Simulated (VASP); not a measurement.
C: single point with PBE

Crystal: C.

```
CELL_PARAMETERS angstrom
2.34310 0.00000 0.00000
-1.17155 2.02918 0.00000
0.00000 0.00000 7.84200
ATOMIC_POSITIONS crystal
C 0.33333 0.66667 0.00000
C 0.66667 0.33333 0.00000
```

```yaml
Program: VASP 6.6.1
Task: single point
Functional: PBE
Potentials_or_basis: VASP PAW PBE potentials, release 64 (C)
Cutoff: 520 eV
k_mesh: 21 × 21 × 6
Occupations: gaussian, width 0.15 eV
Spin: no spin polarisation
Dipole_correction: no
Further_INCAR_settings: ALGO = Normal; EDIFF = 1e-06; NBANDS = 11
```

```json
{"Pressure": "22.8 GPa", "Band gap on the k mesh": "zero (filled and empty bands touch)"}
```

Stress tensor (GPa, compression positive):
```
34.18  0.00  0.00
 0.00 34.18  0.00
 0.00  0.00 -0.06
```

Levels at points of the mesh, in eV from the Fermi level:
| k point | band 1 | band 2 | band 3 | band 4 | band 5 | band 6 | band 7 | band 8 |
| --- | --- | --- | --- | --- | --- | --- | --- | --- |
| (0.00, 0.00, 0.00) | -20.79 | -8.71 | -2.95 | -2.95 | 2.41 | 5.27 | 7.24 | 9.36 |
| (0.00, 0.00, 0.50) | -20.79 | -8.71 | -2.95 | -2.95 | 3.27 | 3.42 | 9.36 | 9.36 |

Run time: 28 s on 1 thread of Intel(R) Xeon(R) 6975P-C (Granite Rapids), on a shared host, peak memory 0.19 GiB.
